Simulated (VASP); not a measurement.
The system is MgO2.

```
Mg O
1.0
     1.57848    0.91134    3.46190
    -1.57848    0.91134    3.46190
     0.00000   -1.82267    3.46190
Mg O
1 2
Direct
  0.00000 0.00000 0.00000
  0.42912 0.42912 0.42912
  0.57088 0.57088 0.57088
```

Base run:

* Program: VASP 6.6.1
* Functional: PBEsol
* Potentials or basis: VASP PAW PBE potentials, release 64 (Mg_sv, O)
* Cutoff: 750 eV
* k mesh: 6 × 6 × 6
* Occupations: gaussian, width 0.01 eV
* Spin: no spin polarisation

Its results: band gap on the k mesh 2.41 eV; pressure 0.4 GPa; largest force 0.032 eV/Å.

Problem. The run is repeated on the same cell with these changes: functional from PBEsol to r2SCAN. What comes out?

Solution. Band gap on the k mesh 3.14 eV; pressure 0.3 GPa; largest force 0.202 eV/Å.

Caveats: the PAW data sets were made with another functional, which shifts forces and pressure a little.

A k mesh can miss the band edges.
